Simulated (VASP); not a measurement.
# Fe (Fmmm) in VASP: single point with PBE

Aim: the single point of Fe with PBE.

Everything below comes from runs of VASP 6.6.1. Logs are shortened: lines on timing, memory, paths and dates and some standing lists are left out, and cuts for length are marked.

## 1. The cell of the first run

It takes space group Fmmm (No. 69, orthorhombic). Conventional cell: a = 3.087 Å, b = 3.930 Å, c = 4.000 Å, α = 90.00°, β = 90.00°, γ = 90.00°. Within 3.3 Å of Fe (site symmetry mmm) lie 14 Fe at 2.50 to 3.09 Å.

## 2. Single point, PBE, collinear spin, ferromagnetic start (equal xx and yy strain of +3 %)

Input file INCAR:

```
SYSTEM = Fe
ALGO = Normal
EDIFF = 1E-6
ENCUT = 600
GGA = PE
GGA_COMPAT = .FALSE.
ISIF = 2
ISMEAR = -1
ISPIN = 2
LASPH = .TRUE.
LCHARG = .FALSE.
LMAXMIX = 4
LORBIT = 11
LREAL = .FALSE.
LWAVE = .FALSE.
MAGMOM = 3
NBANDS = 14
NELM = 200
PREC = Accurate
SIGMA = 0.05
```

Input file KPOINTS:

```
k-points
0
G
  16 16 16
  0 0 0
```

Input file POSCAR:

```
Fe
1.0
    0.0000000000      1.9999918813      1.9651051623
    1.5433929012      0.0000000000      1.9651051623
    1.5433929012      1.9999918813      0.0000000000
Fe
1
Direct
    0.0000000000      0.0000000000      0.0000000000
```

Potentials or basis: VASP PAW PBE potentials, release 64 (Fe).

Run with:

```sh
$ cat potpaw_PBE.64/Fe/POTCAR > POTCAR
$ mpirun -np 1 vasp_std > vasp.out
```

OUTCAR:

```text
SYSTEM = Fe
   EDIFF = 1E-6
   ENCUT = 600
   GGA = PE
   ISIF = 2
   ISMEAR = -1
   ISPIN = 2
   LASPH = .TRUE.
   LORBIT = 11
   LREAL = .FALSE.
   NELM = 200
   PREC = Accurate

 ion  position               nearest neighbor table
   1  0.000  0.000  0.000-

  LATTYP: Found a face centered orthorhombic cell.
 ALAT       =     3.0867858024
 B/A-ratio  =     1.2732371393
 C/A-ratio  =     1.2958410524

  Lattice vectors:

 A1 = (   0.0000000000,   1.9999918813,  -1.9651051623)
 A2 = (   1.5433929012,   1.9999918813,   0.0000000000)
 A3 = (   1.5433929012,   0.0000000000,  -1.9651051623)

Analysis of symmetry for initial positions (statically):
=====================================================================
 Subroutine PRICEL returns:
 Original cell was already a primitive cell.

 Routine SETGRP: Setting up the symmetry group for a
 face centered orthorhombic supercell.

 Subroutine GETGRP returns: Found  8 space group operations
 (whereof  8 operations were pure point group operations)
 out of a pool of  8 trial point group operations.

The static configuration has the point symmetry D_2h.

Analysis of symmetry for dynamics (positions and initial velocities):
=====================================================================
 Subroutine PRICEL returns:
 Original cell was already a primitive cell.

 Routine SETGRP: Setting up the symmetry group for a
 face centered orthorhombic supercell.

 Subroutine GETGRP returns: Found  8 space group operations
 (whereof  8 operations were pure point group operations)
 out of a pool of  8 trial point group operations.

The dynamic configuration has the point symmetry D_2h.

Analysis of structural, dynamic, and magnetic symmetry:
=====================================================================
 Subroutine PRICEL returns:
 Original cell was already a primitive cell.

 Routine SETGRP: Setting up the symmetry group for a
 face centered orthorhombic supercell.

 Subroutine GETGRP returns: Found  8 space group operations
 (whereof  8 operations were pure point group operations)
 out of a pool of  8 trial point group operations.

The overall configuration has the point symmetry D_2h.

 Subroutine INISYM returns: Found  8 space group operations
 (whereof  8 operations are pure point group operations),
 and found     1 'primitive' translations

----------------------------------------------------------------------------------------

                                     Primitive cell
[... 124 lines left out ...]
   NGX = 11   NGY =  9   NGZ = 11

 number of electron       8.0000002 magnetization       2.3828833

 Free energy of the ion-electron system (eV)
  ---------------------------------------------------
  ext. energy  EPLUGINS =         0.00000000
  ---------------------------------------------------
  free energy    TOTEN  =        -8.19923531 eV

  energy without entropy =       -8.18949295  energy(sigma->0) =       -8.19436413

 E-fermi :   5.1641     XC(G=0): -12.7419

 val. band max:        5.1628005015   @ k =  -0.1875   0.4375   0.3750
 cond. band min:       5.1661952486   @ k =  -0.1250   0.1875   0.3125
 fundamental gap:      0.0033947470
 Fermi energy:         5.1641373598

 spin component 1

 k-point     1 :       0.0000    0.0000    0.0000
  band No.  band energies     occupation
      1      -2.8889      1.00000
      2       2.8047      1.00000
      3       2.9177      1.00000
      4       3.2374      1.00000
      5       3.8174      1.00000
      6       4.2246      1.00000
      7      28.3567      0.00000
      8      29.9267      0.00000
      9      30.2502      0.00000
     10      33.6752      0.00000
     11      34.3309      0.00000
     12      34.9303      0.00000
     13      35.1695      0.00000
     14      35.2894      0.00000
[... 379 lines left out ...]
      3       2.9538      1.00000
      4       3.3511      1.00000
      5       3.7335      1.00000
      6       4.1938      1.00000
      7      26.5387      0.00000
      8      27.9522      0.00000
      9      29.7884      0.00000
     10      32.1987      0.00000
     11      32.8403      0.00000
     12      34.8592      0.00000
     13      35.6739      0.00000
     14      37.4240      0.00000

 [... further k-points ...]

 spin component 2

 k-point     1 :       0.0000    0.0000    0.0000
  band No.  band energies     occupation
      1      -2.7101      1.00000
      2       4.8109      0.99915
      3       5.0159      0.95096
      4       5.5367      0.00058
      5       6.5465      0.00000
      6       7.2160      0.00000
      7      28.0482      0.00000
      8      29.7103      0.00000
      9      30.1064      0.00000
     10      34.0297      0.00000
     11      34.8855      0.00000
     12      35.3852      0.00000
     13      35.8661      0.00000
     14      35.9740      0.00000
[... 379 lines left out ...]
      3       5.0643      0.88044
      4       5.6383      0.00008
      5       6.4264      0.00000
      6       7.1784      0.00000
      7      26.6198      0.00000
      8      28.0802      0.00000
      9      29.7309      0.00000
     10      32.8224      0.00000
     11      33.3330      0.00000
     12      35.2832      0.00000
     13      36.0031      0.00000
     14      38.1200      0.00000

 [... further k-points ...]

------------------------ aborting loop because EDIFF is reached ----------------------------------------

  FORCE on cell =-STRESS in cart. coord.  units (eV):
  Direction    XX          YY          ZZ          XY          YZ          ZX
  --------------------------------------------------------------------------------------
  -------------------------------------------------------------------------------------
  Total       -1.0078494     -0.5294414     -0.4139329      0.0000000      0.0000000     -0.0000000
  in kB     -133.1023467    -69.9210471    -54.6663402      0.0000000      0.0000000     -0.0000000
  external PRESSURE =     -85.8965780 kB  Pullay stress =       0.0000000 kB

 VOLUME and BASIS-vectors are now :
 -----------------------------------------------------------------------------
  energy-cutoff  :      600.00
  volume of cell :       12.13
      direct lattice vectors                 reciprocal lattice vectors
     0.000000000  1.999991881  1.965105162    -0.323961578  0.250001015  0.254439309
     1.543392901  0.000000000  1.965105162     0.323961578 -0.250001015  0.254439309
     1.543392901  1.999991881  0.000000000     0.323961578  0.250001015 -0.254439309

 POSITION                                       TOTAL-FORCE (eV/Angst)
 -----------------------------------------------------------------------------------
      0.00000      0.00000      0.00000         0.000000      0.000000      0.000000
 -----------------------------------------------------------------------------------
    total drift:                               -0.000000     -0.000000     -0.000000

  FREE ENERGIE OF THE ION-ELECTRON SYSTEM (eV)
  ---------------------------------------------------
  free  energy   TOTEN  =        -8.1992353056 eV

  energy  without entropy=       -8.1894929495  energy(sigma->0) =       -8.19436413

 total charge

# of ion       s       p       d       tot
------------------------------------------
    1        0.462   0.484   6.197   7.143

 magnetization (x)

# of ion       s       p       d       tot
------------------------------------------
    1       -0.014  -0.051   2.453   2.388
```

OSZICAR:

```text
N       E                     dE             d eps       ncg     rms          rms(c)
DAV:   1     0.252445227024E+02    0.25245E+02   -0.41565E+03 37030   0.765E+02
DAV:   2    -0.799461551657E+01   -0.33239E+02   -0.30402E+02 37614   0.138E+02
DAV:   3    -0.910802848444E+01   -0.11134E+01   -0.11042E+01 41858   0.259E+01
DAV:   4    -0.911209246853E+01   -0.40640E-02   -0.40635E-02 40518   0.141E+00
DAV:   5    -0.911211288735E+01   -0.20419E-04   -0.20419E-04 42178   0.103E-01    0.108E+01
DAV:   6    -0.830691897447E+01    0.80519E+00   -0.11340E+01 43530   0.382E+01    0.646E+00
DAV:   7    -0.820911218168E+01    0.97807E-01   -0.91259E-01 42806   0.103E+01    0.344E+00
DAV:   8    -0.820500456135E+01    0.41076E-02   -0.90677E-03 40678   0.554E-01    0.144E+00
DAV:   9    -0.819927962608E+01    0.57249E-02   -0.96688E-03 47356   0.543E-01    0.389E-01
DAV:  10    -0.819914887493E+01    0.13075E-03   -0.54568E-04 42090   0.278E-01    0.109E-01
DAV:  11    -0.819923129351E+01   -0.82419E-04   -0.31911E-04 43272   0.150E-01    0.546E-02
DAV:  12    -0.819923446303E+01   -0.31695E-05   -0.14464E-05 38310   0.369E-02    0.171E-02
DAV:  13    -0.819923530564E+01   -0.84261E-06   -0.10439E-06 28784   0.924E-03
   1 F= -.81992353E+01 E0= -.81943641E+01  d E =-.974236E-02  mag=     2.3813
```

stdout:

```text
POSCAR found type information on POSCAR Fe
 POSCAR found :  1 types and       1 ions
 scaLAPACK will be used
 LDA part: xc-table for (Slater+PW92), standard interpolation
 POSCAR, INCAR and KPOINTS ok, starting setup
 FFT: planning ... GRIDC
 FFT: planning ... GRID_SOFT
 FFT: planning ... GRID
 WAVECAR not read
 entering main loop
```

It took 3 min on 1 thread of Oxide Virtual Turin-like, shared host; peak memory 0.26 GiB.

Results:

```yaml
Free_energy: -8.1992 eV
Pressure: -8.6 GPa
Net_moment: 2.38 μB per cell
Site_moments: Fe +2.39 μB
Valence_electrons_inside_the_program's_atomic_spheres: Fe 7.14
```

Stress tensor (GPa, compression positive):
```
-13.31   0.00   0.00
  0.00  -6.99   0.00
  0.00   0.00  -5.47
```

Caveat: the cell differs from its parent crystal (equal xx and yy strain of +3 %); the stress differs along the axes, from -13 to -5 GPa.
